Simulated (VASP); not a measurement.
# NbSb (F-43m) in VASP: a series of runs

The runs below take NbSb through single point, with PBE, r2SCAN.

Everything below comes from runs of VASP 6.6.1. Logs are shortened: lines on timing, memory, paths and dates and some standing lists are left out, and cuts for length are marked.

## (1) The cell of the first run

It takes space group F-43m (No. 216, cubic). The conventional cell has a = 6.003 Å, b = 6.003 Å, c = 6.003 Å, α = 90.00°, β = 90.00°, γ = 90.00°. Within 3.4 Å of Nb (site symmetry -43m) lie 4 Sb at 2.60 Å. Sb (site symmetry -43m) has 4 Nb at 2.60 Å within 3.4 Å.

## (2) Single point, PBE (27.04 Å³/atom)

Contents of INCAR:

```
SYSTEM = NbSb
ALGO = Normal
EDIFF = 1E-7
ENCUT = 520
GGA = PE
ISIF = 2
ISMEAR = 0
LASPH = .TRUE.
LCHARG = .FALSE.
LREAL = .FALSE.
LWAVE = .FALSE.
NBANDS = 16
NELM = 60
PREC = Accurate
SIGMA = 0.05
```

Contents of KPOINTS:

```
k-points
0
G
  6 6 6
  0 0 0
```

Contents of POSCAR:

```
NbSb
1.0
    0.0000000000      3.0016607102      3.0016607102
    3.0016607102      0.0000000000      3.0016607102
    3.0016607102      3.0016607102      0.0000000000
Nb Sb
1 1
Direct
    0.0000000000      0.0000000000      0.0000000000
    0.2500000000      0.2500000000      0.2500000000
```

Potentials or basis: VASP PAW PBE potentials, release 64 (Nb_sv, Sb).

Command:

```console
$ cat potpaw_PBE.64/Nb_sv/POTCAR potpaw_PBE.64/Sb/POTCAR > POTCAR
$ mpirun -np 1 vasp_std > vasp.out
```

OUTCAR:

```text
SYSTEM = NbSb
   EDIFF = 1E-7
   ENCUT = 520
   GGA = PE
   ISIF = 2
   ISMEAR = 0
   LASPH = .TRUE.
   LREAL = .FALSE.
   NELM = 60
   PREC = Accurate

 ion  position               nearest neighbor table
   1  0.000  0.000  0.000-   2 2.60   2 2.60   2 2.60   2 2.60
   2  0.250  0.250  0.250-   1 2.60   1 2.60   1 2.60   1 2.60

  LATTYP: Found a face centered cubic cell.
 ALAT       =     6.0033214204

  Lattice vectors:

 A1 = (   0.0000000000,   3.0016607102,   3.0016607102)
 A2 = (   3.0016607102,   0.0000000000,   3.0016607102)
 A3 = (   3.0016607102,   3.0016607102,   0.0000000000)

Analysis of symmetry for initial positions (statically):
=====================================================================
 Subroutine PRICEL returns:
 Original cell was already a primitive cell.

 Routine SETGRP: Setting up the symmetry group for a
 face centered cubic supercell.

 Subroutine GETGRP returns: Found 24 space group operations
 (whereof 24 operations were pure point group operations)
 out of a pool of 48 trial point group operations.

The static configuration has the point symmetry T_d .

Analysis of symmetry for dynamics (positions and initial velocities):
=====================================================================
 Subroutine PRICEL returns:
 Original cell was already a primitive cell.

 Routine SETGRP: Setting up the symmetry group for a
 face centered cubic supercell.

 Subroutine GETGRP returns: Found 24 space group operations
 (whereof 24 operations were pure point group operations)
 out of a pool of 48 trial point group operations.

The dynamic configuration has the point symmetry T_d .

 Subroutine INISYM returns: Found 24 space group operations
 (whereof 24 operations are pure point group operations),
 and found     1 'primitive' translations

----------------------------------------------------------------------------------------

                                     Primitive cell

  volume of cell :      54.0897

  direct lattice vectors                    reciprocal lattice vectors
     0.000000000  3.001660710  3.001660710    -0.166574456  0.166574456  0.166574456
     3.001660710  0.000000000  3.001660710     0.166574456 -0.166574456  0.166574456
     3.001660710  3.001660710  0.000000000     0.166574456  0.166574456 -0.166574456

  length of vectors
     4.244989286  4.244989286  4.244989286     0.288515421  0.288515421  0.288515421

[... 70 lines left out ...]
   NELM   =     60;   NELMIN=  2; NELMDL= -5     # of ELM steps
   EDIFF  = 0.1E-06   stopping-criterion for ELM
   LREAL  =      F    real-space projection
   EDIFFG = 0.1E-05   stopping-criterion for IOM
   NSW    =      0    number of steps for IOM
   IBRION =     -1    ionic relax: 0-MD 1-quasi-New 2-CG
   NFREE  =      0    steps in history (QN), initial steepest desc. (CG)
   ISIF   =      2    stress and relaxation
   ISYM   =      2    0-nonsym 1-usesym 2-fastsym
   POTIM  = 0.5000    time-step for ionic-motion
   TEBEG  =    0.0;   TEEND  =   0.0 temperature during run
   PSTRESS=    0.0 pullay stress
   NELECT =      18.0000    total number of electrons
   NUPDOWN=      -1.0000    fix difference up-down
   EMIN   =  10.00;   EMAX   =-10.00  energy-range for DOS
   EFERMI =   0.00;   METHOD = LEGACY
   ISMEAR =     0;   SIGMA  =   0.05  broadening in eV -4-tet -1-fermi 0-gaus
   EFERMI_NEDOS =   21; number of points for ismear=-14 and -15
   IALGO  =     38    algorithm
   IMIX   =      4    mixing-type and parameters
     AMIX     =   0.40;   BMIX     =  1.00
     AMIX_MAG =   1.60;   BMIX_MAG =  1.00
  volume/ion in A,a.u.               =      27.04       182.51
  Fermi-wavevector in a.u.,A,eV,Ry     =   1.134473  2.143843 17.511085  1.287028
  Thomas-Fermi vector in A             =   2.271177
   LORBIT       =      0    0 simple, 1 ext, 2 COOP (PROOUT), +10 PAW based schemes
   GGA     = PE    functional components
   LHFCALC =     F    Hartree Fock is set to
   AEXX    =    0.0000 exact exchange contribution
   IVDW    =     0    specifies the selected vdW correction
   LEPSILON=     F    determine dielectric tensor
   LRPA    =     F    only Hartree local field effects (RPA)
 non-spin polarized calculation
 Gauss-broadening in eV      SIGMA  =   0.05
  energy-cutoff  :      520.00
  volume of cell :       54.09
 maximum number of plane-waves:      1470
   NGX = 15   NGY = 15   NGZ = 15

 number of electron      17.9999998 magnetization

 Free energy of the ion-electron system (eV)
  ---------------------------------------------------
  ext. energy  EPLUGINS =         0.00000000
  ---------------------------------------------------
  free energy    TOTEN  =       -12.23987886 eV

  energy without entropy =      -12.23616799  energy(sigma->0) =      -12.23802342

 E-fermi :   7.2661     XC(G=0):  -9.9694

 val. band max:        7.2122331835   @ k =   0.1667   0.0000   0.0000
 cond. band min:       7.2792173943   @ k =  -0.3333   0.3333   0.0000
 fundamental gap:      0.0669842109
 Fermi energy:         7.2661336767

 k-point     1 :       0.0000    0.0000    0.0000
  band No.  band energies     occupation
      1     -47.9212      2.00000
      2     -24.0437      2.00000
      3     -24.0437      2.00000
      4     -24.0437      2.00000
      5      -3.2993      2.00000
      6       4.2999      2.00000
[... 281 lines left out ...]
      3     -24.0705      2.00000
      4     -24.0659      2.00000
      5      -1.7805      2.00000
      6       3.2764      2.00000
[... 8 lines left out ...]
     15      14.9542      0.00000
     16      16.4693      0.00000

------------------------ aborting loop because EDIFF is reached ----------------------------------------

  FORCE on cell =-STRESS in cart. coord.  units (eV):
  Direction    XX          YY          ZZ          XY          YZ          ZX
  --------------------------------------------------------------------------------------
  -------------------------------------------------------------------------------------
  Total        4.3101705      4.3101705      4.3101705      0.0000000      0.0000000      0.0000000
  in kB      127.6704052    127.6704052    127.6704052      0.0000000      0.0000000      0.0000000
  external PRESSURE =     127.6704052 kB  Pullay stress =       0.0000000 kB

 VOLUME and BASIS-vectors are now :
 -----------------------------------------------------------------------------
  energy-cutoff  :      520.00
  volume of cell :       54.09
      direct lattice vectors                 reciprocal lattice vectors
     0.000000000  3.001660710  3.001660710    -0.166574456  0.166574456  0.166574456
     3.001660710  0.000000000  3.001660710     0.166574456 -0.166574456  0.166574456
     3.001660710  3.001660710  0.000000000     0.166574456  0.166574456 -0.166574456

 POSITION                                       TOTAL-FORCE (eV/Angst)
 -----------------------------------------------------------------------------------
      0.00000      0.00000      0.00000         0.000000      0.000000      0.000000
      1.50083      1.50083      1.50083        -0.000000     -0.000000     -0.000000
 -----------------------------------------------------------------------------------
    total drift:                                0.000000      0.000000      0.000000

  FREE ENERGIE OF THE ION-ELECTRON SYSTEM (eV)
  ---------------------------------------------------
  free  energy   TOTEN  =       -12.2398788627 eV

  energy  without entropy=      -12.2361679870  energy(sigma->0) =      -12.23802342
```

Run time: 26 s. Hardware: 1 thread of Intel Xeon Platinum 8488C (Sapphire Rapids), shared host; peak memory 0.17 GiB.

What came out:

* Free energy: -12.2399 eV
* Pressure: 12.8 GPa
* Band gap on the k mesh: zero (bands 9 and 10 overlap by 0.36 eV)

Caveat: the cell stands under pressure; spin-orbit coupling is left out, which moves the levels of the heavy elements.

## (3) Single point, PBE (30.29 Å³/atom)

This run uses another cell than the first one, of 30.29 Å³/atom.

Contents of INCAR:

```
PREC = Accurate ; ENCUT = 520
EDIFF = 1E-6 ; ISMEAR = 0
SIGMA = 0.05 ; LREAL = False
LASPH = True ; NELM = 100
ALGO = Normal ; ISIF = 2
LWAVE = False ; LCHARG = False
GGA = PE ; NBANDS = 16
```

Contents of KPOINTS:

```
regular mesh
0
Gamma
  6 6 6
```

Contents of POSCAR:

```
NbSb
1.0
    0.0000000000      3.1172211067      3.1172211067
    3.1172211067      0.0000000000      3.1172211067
    3.1172211067      3.1172211067      0.0000000000
Nb Sb
1 1
Direct
    0.0000000000      0.0000000000      0.0000000000
    0.2500000000      0.2500000000      0.2500000000
```

Potentials or basis: VASP PAW PBE potentials, release 64 (Nb_sv, Sb).

Command:

```console
$ cat potpaw_PBE.64/Nb_sv/POTCAR potpaw_PBE.64/Sb/POTCAR > POTCAR
$ mpirun -np 1 vasp_std > vasp.out
```

Wall time 23 s (1 thread of Intel Xeon Platinum 8488C (Sapphire Rapids), shared host); peak memory 0.2 GiB.

The run converged. Its results:

```yaml
Free_energy: -12.5180 eV
Pressure: 1.9 GPa
Band_gap_on_the_k_mesh: zero (bands 9 and 10 overlap by 0.29 eV)
```

Levels at points of the mesh, in eV from the Fermi level:
| k point | band 5 | band 6 | band 7 | band 8 | band 9 | band 10 | band 11 | band 12 | band 13 | band 14 |
| --- | --- | --- | --- | --- | --- | --- | --- | --- | --- | --- |
| (0.00, 0.00, 0.00) | -10.15 | -2.72 | -2.72 | -2.72 | 0.02 | 0.02 | 2.96 | 5.26 | 5.26 | 5.26 |
| (0.50, 0.00, 0.00) | -9.23 | -3.73 | -2.41 | -2.41 | 0.25 | 0.25 | 0.41 | 2.99 | 2.99 | 4.34 |
| (0.50, 0.50, 0.00) | -8.91 | -4.09 | -1.66 | -1.66 | -0.76 | 0.46 | 0.52 | 1.08 | 1.08 | 5.91 |

Caveat: spin-orbit coupling is left out, which moves the levels of the heavy elements.

(Continued in part 2 of 2.)

The gap in the log of VASP goes by the Fermi energy; the results here count the filled bands.